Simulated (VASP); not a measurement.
# Ge2Sb2Te5 (Cm) in VASP: notebook, part 2 of 2

VASP 6.6.1. The steps go on from the part before.

### Step 3. Single point, PBE

This run uses another cell than the first one, of 32.24 Å³/atom, 1.010 times its volume.

Contents of INCAR:

```
SYSTEM = Ge2Sb2Te5
PREC = Accurate
ENCUT = 520
EDIFF = 1E-6
ISMEAR = -1
SIGMA = 0.05
LREAL = .FALSE.
LASPH = .TRUE.
NELM = 80
ALGO = Normal
ISIF = 2
LWAVE = .FALSE.
LCHARG = .FALSE.
GGA = PE
NBANDS = 44
```

Contents of KPOINTS:

```
regular mesh
0
G
  5 5 4
  0 0 0
```

Contents of POSCAR:

```
Ge2Sb2Te5
1.0
    6.9335609778     -3.0606039604     -0.0692401624
    6.9335609778      3.0606039604     -0.0692401624
   -6.9946152740      0.0000000000      6.9055863458
Te Sb Ge
5 2 2
Direct
    0.5994009038      0.5994009038      0.3837834451
    0.8013969034      0.8013969034      0.1967134918
    0.0052697971      0.0052697971     -0.0010771134
    0.2145220200      0.2145220200      0.8106740543
    0.4052683952      0.4052683952      0.5952898361
    0.8907764610      0.8907764610      0.5759750095
    0.1123958223      0.1123958223      0.4317377148
    0.2785837060      0.2785837060      0.2006950438
    0.4923859912      0.4923859912      0.0062085180
```

Potentials or basis: VASP PAW PBE potentials, release 64 (Te, Sb, Ge_d).

Launch:

```
> cat potpaw_PBE.64/Te/POTCAR potpaw_PBE.64/Sb/POTCAR potpaw_PBE.64/Ge_d/POTCAR > POTCAR
> mpirun -np 1 vasp_std > vasp.out
```

OUTCAR:

```text
SYSTEM = Ge2Sb2Te5
   PREC = Accurate
   ENCUT = 520
   EDIFF = 1E-6
   ISMEAR = -1
   LREAL = .FALSE.
   LASPH = .TRUE.
   NELM = 80
   ISIF = 2
   GGA = PE

 ion  position               nearest neighbor table
   1  0.599  0.599  0.384-   9 2.84   6 2.99   7 3.08   7 3.08
   2  0.801  0.801  0.197-   6 2.97   8 3.08   8 3.08   7 3.10   9 3.22
   3  0.005  0.005  0.999-   8 2.74   9 3.07   9 3.07   6 3.21   7 3.35
   4  0.215  0.215  0.811-   9 2.81   7 2.88   8 3.25   6 3.25
   5  0.405  0.405  0.595-   8 2.89   6 3.06   6 3.06   7 3.11   9 3.28
   6  0.891  0.891  0.576-   2 2.97   1 2.99   5 3.06   5 3.06   3 3.21   4 3.25
[... 1350 lines left out ...]
  external PRESSURE =       0.0156729 kB  Pullay stress =       0.0000000 kB

 VOLUME and BASIS-vectors are now :
 -----------------------------------------------------------------------------
  energy-cutoff  :      520.00
  volume of cell :      290.12
      direct lattice vectors                 reciprocal lattice vectors
     6.933560978 -3.060603960 -0.069240162     0.072849892 -0.163366449  0.073789095
     6.933560978  3.060603960 -0.069240162     0.072849892  0.163366449  0.073789095
    -6.994615274  0.000000000  6.905586346     0.001460886  0.000000000  0.146290016

 POSITION                                       TOTAL-FORCE (eV/Angst)
 -----------------------------------------------------------------------------------
      5.62755      0.00000      2.56724        -0.009569      0.000000      0.005367
      9.73713      0.00000      1.24744         0.007090      0.000000     -0.003037
     -6.91400      0.00000      6.89742        -0.012162      0.000000      0.001262
     -2.69555      0.00000      5.56847        -0.014648      0.000000      0.005749
      1.45608      0.00000      4.05470        -0.000242      0.000000      0.011602
      8.32378      0.00000      3.85409         0.007119      0.000000      0.011735
     -1.46123      0.00000      2.96584         0.000648      0.000000     -0.023611
      2.45937      0.00000      1.34734         0.013863      0.000000     -0.004505
      6.78455      0.00000     -0.02531         0.007901      0.000000     -0.004564
 -----------------------------------------------------------------------------------
    total drift:                               -0.001682     -0.000000      0.000285

  FREE ENERGIE OF THE ION-ELECTRON SYSTEM (eV)
  ---------------------------------------------------
  free  energy   TOTEN  =       -33.6303609394 eV

  energy  without entropy=      -33.6252333284  energy(sigma->0) =      -33.62779713
```

OSZICAR:

```text
N       E                     dE             d eps       ncg     rms          rms(c)
DAV:   1     0.597867183141E+03    0.59787E+03   -0.27323E+04  3620   0.199E+03
DAV:   2     0.632322655501E+02   -0.53463E+03   -0.51340E+03  3120   0.561E+02
DAV:   3    -0.277435525183E+02   -0.90976E+02   -0.88384E+02  3408   0.151E+02
DAV:   4    -0.337018746367E+02   -0.59583E+01   -0.58770E+01  3496   0.456E+01
DAV:   5    -0.339206266284E+02   -0.21875E+00   -0.21792E+00  4136   0.888E+00    0.102E+01
DAV:   6    -0.336139326270E+02    0.30669E+00   -0.61350E-01  3820   0.335E+00    0.715E+00
DAV:   7    -0.336347160756E+02   -0.20783E-01   -0.35288E-01  3576   0.196E+00    0.168E+00
DAV:   8    -0.336291633029E+02    0.55528E-02   -0.43393E-02  3316   0.928E-01    0.828E-01
DAV:   9    -0.336303368599E+02   -0.11736E-02   -0.77530E-03  3596   0.352E-01    0.180E-01
DAV:  10    -0.336303102531E+02    0.26607E-04   -0.68886E-04  3556   0.116E-01    0.712E-02
DAV:  11    -0.336303575437E+02   -0.47291E-04   -0.16407E-04  3368   0.503E-02    0.409E-02
DAV:  12    -0.336303608109E+02   -0.32672E-05   -0.15192E-05  3192   0.172E-02    0.143E-02
DAV:  13    -0.336303609394E+02   -0.12852E-06   -0.35863E-06  2784   0.843E-03
   1 F= -.33630361E+02 E0= -.33627797E+02  d E =-.512761E-02
```

stdout:

```text
POSCAR found type information on POSCAR TeSbGe
 POSCAR found :  3 types and       9 ions
 scaLAPACK will be used
 LDA part: xc-table for (Slater+PW92), standard interpolation
 POSCAR, INCAR and KPOINTS ok, starting setup
 FFT: planning ... GRIDC
 FFT: planning ... GRID_SOFT
 FFT: planning ... GRID
 WAVECAR not read
 entering main loop
```

Wall time 9.1 min (1 thread of Intel Xeon Platinum 8375C at 2.90GHz (Ice Lake), shared host); peak memory 0.78 GiB.

What came out:

```
Free energy            : -33.6304 eV
Pressure               : 0.0 GPa
Largest force          : 0.024 eV/Å
Band gap on the k mesh : 0.23 eV, indirect (least direct gap 0.32 eV)
```

Forces in eV/Å, atoms in the order of the input:
```
Te  -0.010  0.000  0.005
Te   0.007  0.000 -0.003
Te  -0.012  0.000  0.001
Te  -0.015  0.000  0.006
Te   0.000  0.000  0.012
Sb   0.007  0.000  0.012
Sb   0.001  0.000 -0.024
Ge   0.014  0.000 -0.005
Ge   0.008  0.000 -0.005
```

Caveat: spin-orbit coupling is left out, which moves the levels of the heavy elements. A k mesh can miss the band edges.

### Step 4. Single point, RPBE+D4

This run uses another cell than the first one, of 30.42 Å³/atom, 0.953 times its volume.

Contents of INCAR:

```
SYSTEM = Ge2Sb2Te5
ALGO = Normal
EDIFF = 1E-6
ENCUT = 520
GGA = RP
ISIF = 2
ISMEAR = -1
IVDW = 13
LASPH = .True.
LCHARG = .False.
LREAL = .False.
LWAVE = .False.
NBANDS = 44
NELM = 100
PREC = Accurate
SIGMA = 0.05
```

Contents of KPOINTS:

```
k-points
0
Gamma
  5 5 4
  0 0 0
```

Contents of POSCAR:

```
Ge2Sb2Te5
1.0
    6.7515211626     -3.0396737697     -0.0435372689
    6.7515211626      3.0396737697     -0.0435372689
   -6.7870578932      0.0000000000      6.7133939255
Te Sb Ge
5 2 2
Direct
    0.6089538175      0.6089538175      0.4185065347
    0.8024847063      0.8024847063      0.1807342021
   -0.0115871171     -0.0115871171     -0.0122204342
    0.2075464228      0.2075464228      0.8029467842
    0.4193421042      0.4193421042      0.6072997383
    0.8901735255      0.8901735255      0.5644071849
    0.1206336521      0.1206336521      0.4238633028
    0.2681037189      0.2681037189      0.1891294080
    0.4943491697      0.4943491697      0.0253332793
```

Launch:

```
> cat potpaw_PBE.64/Te/POTCAR potpaw_PBE.64/Sb/POTCAR potpaw_PBE.64/Ge_d/POTCAR > POTCAR
> mpirun -np 1 vasp_std > vasp.out
```

Run time: 8.8 min. Hardware: 1 thread of Oxide Virtual Turin-like, shared host; peak memory 0.66 GiB.

Results (log left out):

* Free energy: -38.0000 eV
* Pressure: 0.0 GPa
* Largest force: 0.016 eV/Å
* Band gap on the k mesh: 0.10 eV, indirect (least direct gap 0.29 eV)
* Dispersion energy per atom: -0.866 eV

Forces in eV/Å, atoms in the order of the input:
```
Te  -0.009  0.000  0.006
Te   0.005  0.000 -0.005
Te  -0.005  0.000 -0.006
Te  -0.011  0.000 -0.001
Te  -0.002  0.000  0.004
Sb   0.004  0.000  0.015
Sb   0.004  0.000 -0.008
Ge   0.007  0.000 -0.001
Ge   0.008  0.000 -0.003
```

Levels at points of the mesh, in eV from the valence-band top:
| k point | band 30 | band 31 | band 32 | band 33 | band 34 | band 35 | band 36 | band 37 | band 38 | band 39 |
| --- | --- | --- | --- | --- | --- | --- | --- | --- | --- | --- |
| (0.00, 0.00, 0.00) | -1.47 | -1.01 | -0.60 | -0.49 | -0.43 | 1.04 | 1.49 | 2.36 | 2.39 | 3.26 |
| (0.00, 0.00, 0.50) | -1.48 | -0.88 | -0.86 | -0.55 | -0.39 | 0.89 | 1.61 | 1.75 | 2.55 | 2.60 |

Caveat: the PAW data sets were made with another functional, which shifts forces and pressure a little; spin-orbit coupling is left out, which moves the levels of the heavy elements. A k mesh can miss the band edges.

### Step 5. Summary

```csv
level,cell,smearing,gap on the mesh (eV),pressure (GPa),largest force (eV/Å)
PBE,"a = 7.495, b = 7.495, c = 9.672 Å, angles 130.1, 130.1, 48.3°, 9 atoms",gaussian 0.011 eV,0.25,-0.1,0.19
PBE,"a = 7.579, b = 7.579, c = 9.829 Å, angles 131.1, 131.1, 47.6°, 9 atoms",fermi-dirac 0.05 eV,0.23,0.0,0.02
RPBE+D4,"a = 7.404, b = 7.404, c = 9.546 Å, angles 130.7, 130.7, 48.5°, 9 atoms",fermi-dirac 0.05 eV,0.10,0.0,0.02
```

Alike in all rows: task single point; potentials or basis VASP PAW PBE potentials, release 64 (Te, Sb, Ge_d); no spin polarisation; k mesh 5 × 5 × 4; cutoff (eV) 520.

Caveats: spin-orbit coupling is left out, which moves the levels of the heavy elements; the PAW data sets were made with another functional, which shifts forces and pressure a little (some runs).

Total energies depend on the potentials used, so only differences within one code and one set of settings carry meaning.
